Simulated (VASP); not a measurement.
A run of VASP 6.6.1:

INCAR

```
SYSTEM = GaGe
ALGO     = Normal         ! electronic algorithm
EDIFF    = 1E-6           ! SCF threshold, eV
ENCUT    = 520            ! plane-wave cutoff, eV
GGA      = PS             ! functional
ISIF     = 2              ! what is computed and relaxed
ISMEAR   = 0              ! smearing method
LASPH    = .TRUE.         ! aspherical terms in the spheres
LCHARG   = .FALSE.        ! write CHGCAR
LREAL    = .FALSE.        ! projectors in reciprocal space
LWAVE    = .FALSE.        ! write WAVECAR
NBANDS   = 20             ! bands
NELM     = 100            ! most SCF steps
PREC     = Accurate       ! precision mode
SIGMA    = 0.1            ! smearing width, eV
```

KPOINTS

```
Automatic mesh
0
Gamma
  1 1 1
  0 0 0.5
```

Contents of POSCAR:

```
GaGe
1.0
    0.0000000000      2.8978440000      2.8978440000
    2.8978440000      0.0000000000      2.8978440000
    2.8978440000      2.8978440000      0.0000000000
Ga Ge
1 1
Direct
    0.7500000000      0.7500000000      0.7500000000
    0.0000000000      0.0000000000      0.0000000000
```

Potentials or basis: VASP PAW PBE potentials, release 64 (Ga_d, Ge_d).

Run with:

```console
$ cat potpaw_PBE.64/Ga_d/POTCAR potpaw_PBE.64/Ge_d/POTCAR > POTCAR
$ mpirun -np 1 vasp_std > vasp.out
```

Hardware: 1 thread of Intel Xeon 8259CL (shared host).

Q: Estimate the wall time of this run.

A: Wall time 7.9 s on 1 thread of Intel Xeon 8259CL, with other jobs on the host, peak memory 0.16 GiB. Counts: scf iterations 12, k points 1.
